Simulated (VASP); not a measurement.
# Ta (P6_3/mmc) in VASP: a series of runs, part 2 of 2

VASP 6.6.1. The steps go on from the part before.

**3. Single point, LDA**

This run uses another cell than the first one, of 15.76 Å³/atom, 0.966 times its volume.

The input, INCAR:

```
  ALGO = Normal
  EDIFF = 1E-6
  ENCUT = 500
  GGA_COMPAT = F
  ISIF = 2
  ISMEAR = -1
  LASPH = T
  LCHARG = T
  LELF = T
  LREAL = F
  LVHAR = T
  LWAVE = F
  NBANDS = 18
  NELM = 120
  PREC = Accurate
  SIGMA = 0.05
```

The input, KPOINTS:

```
k-points
0
Gamma
  7 7 4
```

The input, POSCAR:

```
Ta
1.0
    2.7374653988      0.0000000000      0.0000000000
   -1.3687326994      2.3707145773      0.0000000000
    0.0000000000      0.0000000000      4.8570391328
Ta
2
Direct
    0.3333333333      0.6666666667      0.2500000000
    0.6666666667      0.3333333333      0.7500000000
```

Potentials or basis: VASP PAW LDA potentials, release 64 (Ta_pv).

Run with:

```bash
cat potpaw_LDA.64/Ta_pv/POTCAR > POTCAR
mpirun -np 1 vasp_std > vasp.out
```

OUTCAR:

```text
EDIFF = 1E-6
   ENCUT = 500
   ISIF = 2
   ISMEAR = -1
   LASPH = T
   LREAL = F
   NELM = 120
   PREC = Accurate

 ion  position               nearest neighbor table
   1  0.333  0.667  0.250-   2 2.90   2 2.90   2 2.90   2 2.90   2 2.90   2 2.90
   2  0.667  0.333  0.750-   1 2.90   1 2.90   1 2.90   1 2.90   1 2.90   1 2.90

  LATTYP: Found a hexagonal cell.
 ALAT       =     2.7374653988
 C/A-ratio  =     1.7742832969

  Lattice vectors:

 A1 = (   2.7374653988,   0.0000000000,   0.0000000000)
 A2 = (  -1.3687326994,   2.3707145773,   0.0000000000)
 A3 = (   0.0000000000,   0.0000000000,   4.8570391328)

Analysis of symmetry for initial positions (statically):
=====================================================================
 Subroutine PRICEL returns:
 Original cell was already a primitive cell.

 Routine SETGRP: Setting up the symmetry group for a
 hexagonal supercell.

 Subroutine GETGRP returns: Found 24 space group operations
 (whereof 12 operations were pure point group operations)
 out of a pool of 24 trial point group operations.

The static configuration has the point symmetry D_3d.
 The point group associated with its full space group is D_6h.

Analysis of symmetry for dynamics (positions and initial velocities):
=====================================================================
 Subroutine PRICEL returns:
 Original cell was already a primitive cell.

 Routine SETGRP: Setting up the symmetry group for a
 hexagonal supercell.

 Subroutine GETGRP returns: Found 24 space group operations
 (whereof 12 operations were pure point group operations)
 out of a pool of 24 trial point group operations.

The dynamic configuration has the point symmetry D_3d.
 The point group associated with its full space group is D_6h.

 Subroutine INISYM returns: Found 24 space group operations
 (whereof 12 operations are pure point group operations),
 and found     1 'primitive' translations

----------------------------------------------------------------------------------------

                                     Primitive cell

  volume of cell :      31.5210

  direct lattice vectors                    reciprocal lattice vectors
     2.737465399  0.000000000  0.000000000     0.365301421  0.210906874  0.000000000
    -1.368732699  2.370714577  0.000000000     0.000000000  0.421813747  0.000000000
     0.000000000  0.000000000  4.857039133     0.000000000  0.000000000  0.205886750

  length of vectors
     2.737465399  2.737465399  4.857039133     0.421813747  0.421813747  0.205886750

  position of ions in fractional coordinates (direct lattice)
     0.333333333  0.666666667  0.250000000
     0.666666667  0.333333333  0.750000000

  ion indices of the primitive-cell ions
   primitive index   ion index
                 1           1
                 2           2

----------------------------------------------------------------------------------------

 KPOINTS: k-points

Automatic generation of k-mesh.
 Grid dimensions read from file:
 generate k-points for:    7    7    4

 Generating k-lattice:

  Cartesian coordinates                     Fractional coordinates (reciprocal lattice)
     0.052185917  0.030129553  0.000000000     0.142857143  0.000000000  0.000000000
     0.000000000  0.060259107  0.000000000     0.000000000  0.142857143  0.000000000
     0.000000000  0.000000000  0.051471687     0.000000000  0.000000000  0.250000000

  Length of vectors
     0.060259107  0.060259107  0.051471687

  Shift w.r.t. Gamma in fractional coordinates (k-lattice)
     0.000000000  0.000000000  0.000000000

 Subroutine IBZKPT returns following result:
 ===========================================

 Found     24 irreducible k-points:

 Following reciprocal coordinates:
            Coordinates               Weight
  0.000000  0.000000  0.000000      1.000000
  0.142857 -0.000000  0.000000      6.000000
  0.285714 -0.000000  0.000000      6.000000
  0.428571  0.000000  0.000000      6.000000
  0.142857  0.142857  0.000000      6.000000
  0.285714  0.142857  0.000000     12.000000
[... 16 lines left out ...]
  0.428571  0.142857  0.500000      6.000000
  0.285714  0.285714  0.500000      6.000000
   k-points           NKPTS =     24   k-points in BZ     NKDIM =     24   number of bands    NBANDS=     18
   number of dos      NEDOS =    301   number of ions     NIONS =      2
   total plane-waves  NPLWV =  14400
   dimension x,y,z NGX =    20 NGY =   20 NGZ =   36
   dimension x,y,z NGXF=    40 NGYF=   40 NGZF=   72
   ions per type =               2
   NGX,Y,Z   is equivalent  to a cutoff of  12.15, 12.15, 12.32 a.u.
   NGXF,Y,Z  is equivalent  to a cutoff of  24.29, 24.29, 24.64 a.u.
 SYSTEM =  unknown system
   PREC   = accura    normal or accurate (medium, high low for compatibility)
   ISTART =      0    job   : 0-new  1-cont  2-samecut
   ICHARG =      2    charge: 1-file 2-atom 10-const
   ISPIN  =      1    spin polarized calculation?
   LNONCOLLINEAR =      F non collinear calculations
   LSORBIT =      F    spin-orbit coupling
   LASPH  =      T    aspherical Exc in radial PAW
   ENCUT  =  500.0 eV  36.75 Ry    6.06 a.u.   4.99  4.99  8.86*2*pi/ulx,y,z
   NELM   =    120;   NELMIN=  2; NELMDL= -5     # of ELM steps
   EDIFF  = 0.1E-05   stopping-criterion for ELM
   LREAL  =      F    real-space projection
   EDIFFG = 0.1E-04   stopping-criterion for IOM
   NSW    =      0    number of steps for IOM
   IBRION =     -1    ionic relax: 0-MD 1-quasi-New 2-CG
   NFREE  =      0    steps in history (QN), initial steepest desc. (CG)
   ISIF   =      2    stress and relaxation
   ISYM   =      2    0-nonsym 1-usesym 2-fastsym
   POTIM  = 0.5000    time-step for ionic-motion
   TEBEG  =    0.0;   TEEND  =   0.0 temperature during run
   PSTRESS=    0.0 pullay stress
   NELECT =      22.0000    total number of electrons
   NUPDOWN=      -1.0000    fix difference up-down
   EMIN   =  10.00;   EMAX   =-10.00  energy-range for DOS
   EFERMI =   0.00;   METHOD = LEGACY
   ISMEAR =    -1;   SIGMA  =   0.05  broadening in eV -4-tet -1-fermi 0-gaus
   EFERMI_NEDOS =   21; number of points for ismear=-14 and -15
   IALGO  =     38    algorithm
   IMIX   =      4    mixing-type and parameters
     AMIX     =   0.40;   BMIX     =  1.00
     AMIX_MAG =   1.60;   BMIX_MAG =  1.00
  volume/ion in A,a.u.               =      15.76       106.36
  Fermi-wavevector in a.u.,A,eV,Ry     =   1.452165  2.744193 28.691727  2.108782
  Thomas-Fermi vector in A             =   2.569578
   LORBIT       =      0    0 simple, 1 ext, 2 COOP (PROOUT), +10 PAW based schemes
   GGA     = CA    functional components
   LHFCALC =     F    Hartree Fock is set to
   AEXX    =    0.0000 exact exchange contribution
   IVDW    =     0    specifies the selected vdW correction
   LEPSILON=     F    determine dielectric tensor
   LRPA    =     F    only Hartree local field effects (RPA)
 non-spin polarized calculation
  energy-cutoff  :      500.00
  volume of cell :       31.52
 maximum number of plane-waves:       814
 NGX is ok and might be reduce to    20
   NGX =  9   NGY =  9   NGZ = 17

 number of electron      22.0000003 magnetization

 Free energy of the ion-electron system (eV)
  ---------------------------------------------------
  ext. energy  EPLUGINS =         0.00000000
  ---------------------------------------------------
  free energy    TOTEN  =       -24.65382538 eV

  energy without entropy =      -24.63801268  energy(sigma->0) =      -24.64591903

 E-fermi :   6.9947     XC(G=0): -13.4771

 val. band max:        6.9203244860   @ k =   0.1429  -0.0000   0.5000
 cond. band min:       7.0302160519   @ k =   0.4286   0.1429   0.0000
 fundamental gap:      0.1098915659
 Fermi energy:         6.9947060559

 k-point     1 :       0.0000    0.0000    0.0000
  band No.  band energies     occupation
      1     -27.4638      2.00000
      2     -25.9467      2.00000
      3     -25.8179      2.00000
      4     -25.8179      2.00000
      5     -25.6688      2.00000
      6     -25.6688      2.00000
[... 10 lines left out ...]
     17      13.1851      0.00000
     18      13.1851      0.00000
[... 463 lines left out ...]
 k-point    24 :       0.2857    0.2857    0.5000
  band No.  band energies     occupation
      1     -27.2945      2.00000
      2     -27.2945      2.00000
      3     -26.8019      2.00000
      4     -26.8019      2.00000
      5     -26.2015      2.00000
      6     -26.2015      2.00000
[... 10 lines left out ...]
     17      17.6548      0.00000
     18      17.6548      0.00000

------------------------ aborting loop because EDIFF is reached ----------------------------------------

  FORCE on cell =-STRESS in cart. coord.  units (eV):
  Direction    XX          YY          ZZ          XY          YZ          ZX
  --------------------------------------------------------------------------------------
  -------------------------------------------------------------------------------------
  Total        6.1403934      6.1403934      6.1408276      0.0000000      0.0000000      0.0000000
  in kB      312.1097014    312.1097014    312.1317710      0.0000000      0.0000000      0.0000000
  external PRESSURE =     312.1170579 kB  Pullay stress =       0.0000000 kB

 VOLUME and BASIS-vectors are now :
 -----------------------------------------------------------------------------
  energy-cutoff  :      500.00
  volume of cell :       31.52
      direct lattice vectors                 reciprocal lattice vectors
     2.737465399  0.000000000  0.000000000     0.365301421  0.210906874  0.000000000
    -1.368732699  2.370714577  0.000000000     0.000000000  0.421813747  0.000000000
     0.000000000  0.000000000  4.857039133     0.000000000  0.000000000  0.205886750

 POSITION                                       TOTAL-FORCE (eV/Angst)
 -----------------------------------------------------------------------------------
     -0.00000      1.58048      1.21426        -0.000000      0.000000      0.000000
      1.36873      0.79024      3.64278         0.000000     -0.000000      0.000000
 -----------------------------------------------------------------------------------
    total drift:                               -0.000000      0.000000     -0.000000

  FREE ENERGIE OF THE ION-ELECTRON SYSTEM (eV)
  ---------------------------------------------------
  free  energy   TOTEN  =       -24.6538253820 eV

  energy  without entropy=      -24.6380126813  energy(sigma->0) =      -24.64591903
```

It took 17 s on 1 thread of Intel Xeon 8259CL, shared host; peak memory 0.13 GiB.

What came out:

| Item | Value |
| --- | --- |
| Free energy | -24.6538 eV |
| Pressure | 31.2 GPa |
| Band gap on the k mesh | zero (band 11 reaches 9.10 eV, above the bottom of band 12 at 6.18 eV) |

Levels at points of the mesh, in eV from the Fermi level:
```
           k point  band 8  band 9  band 10  band 11  band 12  band 13  band 14  band 15
(0.00, 0.00, 0.00)   -5.49   -0.83     0.51     0.51     0.76     1.24     1.24     3.42
(0.00, 0.00, 0.50)   -6.57   -1.35    -1.35     0.56     0.56     0.56     0.56     5.31
```

Caveat: the k points lie up to 0.38 Å⁻¹ apart; spin-orbit coupling is left out, which moves the levels of the heavy elements.

**4. Single point, LDA**

This run uses another cell than the first one, of 16.95 Å³/atom, 1.039 times its volume.

The input, INCAR:

```
ALGO = Normal
EDIFF = 1E-6
ENCUT = 500
GGA = CA
GGA_COMPAT = False
ISIF = 2
ISMEAR = -1
LASPH = True
LCHARG = True
LELF = True
LREAL = False
LVHAR = True
LWAVE = False
NBANDS = 18
NELM = 120
PREC = Accurate
SIGMA = 0.05
```

KPOINTS is that of step 3.

The input, POSCAR:

```
Ta
1.0
    2.8060040846      0.0000000000      0.0000000000
   -1.4030020423      2.4300708204      0.0000000000
    0.0000000000      0.0000000000      4.9726659257
Ta
2
Direct
    0.3333333333      0.6666666667      0.2500000000
    0.6666666667      0.3333333333      0.7500000000
```

Run with:

```bash
cat potpaw_LDA.64/Ta_pv/POTCAR > POTCAR
mpirun -np 1 vasp_std > vasp.out
```

Wall time 19 s (1 thread of Intel Xeon 8259CL, shared host); peak memory 0.13 GiB.

Results (log left out):

```
Free energy            : -24.9608 eV
Pressure               : 10.9 GPa
Band gap on the k mesh : zero (band 11 reaches 8.08 eV, above the bottom of band 12 at 5.62 eV)
```

Stress tensor (GPa, compression positive):
```
10.81  0.00  0.00
 0.00 10.81  0.00
 0.00  0.00 10.99
```

Levels at points of the mesh, in eV from the Fermi level:
| k point | band 8 | band 9 | band 10 | band 11 | band 12 | band 13 | band 14 | band 15 |
| --- | --- | --- | --- | --- | --- | --- | --- | --- |
| (0.00, 0.00, 0.00) | -5.17 | -0.64 | 0.48 | 0.57 | 0.57 | 1.24 | 1.24 | 3.22 |
| (0.00, 0.00, 0.50) | -6.41 | -1.20 | -1.20 | 0.63 | 0.63 | 0.63 | 0.63 | 4.93 |

Caveat: the k points lie up to 0.37 Å⁻¹ apart; spin-orbit coupling is left out, which moves the levels of the heavy elements.

**5. Single point, LDA**

This run uses another cell than the first one, of 17.72 Å³/atom, 1.086 times its volume.

The input, INCAR:

```
SYSTEM = Ta
ALGO = Normal
EDIFF = 1E-6
ENCUT = 500
GGA_COMPAT = .False.
ISIF = 2
ISMEAR = -1
LASPH = .True.
LCHARG = .False.
LREAL = .False.
LWAVE = .False.
NBANDS = 18
NELM = 120
PREC = Accurate
SIGMA = 0.05
```

The input, KPOINTS:

```
k-points
0
Gamma
  7 7 4
  0 0 0
```

The input, POSCAR:

```
Ta
1.0
    2.8478290027      0.0000000000      0.0000000000
   -1.4239145014      2.4662922620      0.0000000000
    0.0000000000      0.0000000000      5.0448863014
Ta
2
Direct
    0.3333333333      0.6666666667      0.2500000000
    0.6666666667      0.3333333333      0.7500000000
```

Run with:

```bash
cat potpaw_LDA.64/Ta_pv/POTCAR > POTCAR
mpirun -np 1 vasp_std > vasp.out
```

Wall time 22 s (1 thread of Intel Xeon 8259CL, shared host); peak memory 0.14 GiB.

It converged, with:

* Free energy: -25.0154 eV
* Pressure: 0.8 GPa
* Band gap on the k mesh: zero (band 11 reaches 7.51 eV, above the bottom of band 12 at 5.29 eV)

Stress tensor (GPa, compression positive):
```
0.70 0.00 0.00
0.00 0.70 0.00
0.00 0.00 0.87
```

Levels at points of the mesh, in eV from the Fermi level:
| k point | band 9 | band 10 | band 11 | band 12 | band 13 | band 14 |
| --- | --- | --- | --- | --- | --- | --- |
| (0.00, 0.00, 0.00) | -0.54 | 0.34 | 0.60 | 0.60 | 1.22 | 1.22 |
| (0.00, 0.00, 0.50) | -1.12 | -1.12 | 0.65 | 0.65 | 0.65 | 0.65 |

Caveat: the k points lie up to 0.36 Å⁻¹ apart; spin-orbit coupling is left out, which moves the levels of the heavy elements.

**6. The runs side by side**

| cell | gap on the mesh (eV) | pressure (GPa) |
| --- | --- | --- |
| a = 2.769, b = 2.769, c = 4.912 Å, angles 90.0, 90.0, 120.0°, 2 atoms | none | 21.0 |
| a = 2.737, b = 2.737, c = 4.857 Å, angles 90.0, 90.0, 120.0°, 2 atoms | none | 31.2 |
| a = 2.806, b = 2.806, c = 4.973 Å, angles 90.0, 90.0, 120.0°, 2 atoms | none | 10.9 |
| a = 2.848, b = 2.848, c = 5.045 Å, angles 90.0, 90.0, 120.0°, 2 atoms | none | 0.8 |

Alike in all rows: task single point; level LDA; potentials or basis VASP PAW LDA potentials, release 64 (Ta_pv); no spin polarisation; k mesh 7 × 7 × 4; cutoff (eV) 500; smearing fermi-dirac 0.05 eV.

Caveats: all runs use coarse meshes; spin-orbit coupling is left out, which moves the levels of the heavy elements.

Absolute energies hang on the potentials; compare differences alone.
